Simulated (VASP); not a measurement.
A run of VASP 6.6.1 is set up as follows.

INCAR

```
SYSTEM = TiC
  PREC = Accurate
  ENCUT = 520
  EDIFF = 1E-7
  ISMEAR = -1
  SIGMA = 0.05
  LREAL = .FALSE.
  LASPH = .TRUE.
  NELM = 80
  ALGO = Normal
  ISIF = 2
  LWAVE = .FALSE.
  LCHARG = .FALSE.
  GGA = PS
  NBANDS = 15
```

KPOINTS

```
Automatic mesh
0
G
  11 11 11
  0 0 0
```

Contents of POSCAR:

```
TiC
1.0
    0.0000000000      2.0810839681      2.0810839681
    2.0810839681      0.0000000000      2.0810839681
    2.0810839681      2.0810839681      0.0000000000
Ti C
1 1
Direct
    0.0000000000      0.0000000000      0.0000000000
    0.5000000000      0.5000000000      0.5000000000
```

Potentials or basis: VASP PAW PBE potentials, release 64 (Ti_sv, C).

Command:

```bash
$ cat potpaw_PBE.64/Ti_sv/POTCAR potpaw_PBE.64/C/POTCAR > POTCAR
$ mpirun -np 1 vasp_std > vasp.out
```

(1) Estimate the band gap on the k mesh.

(2) What does it give for the pressure?

Results:

(1) zero (band 8 reaches 11.46 eV, above the bottom of band 9 at 10.34 eV).

(2) 30.1 GPa.

Caveat: the PAW data sets were made with another functional, which shifts forces and pressure a little.
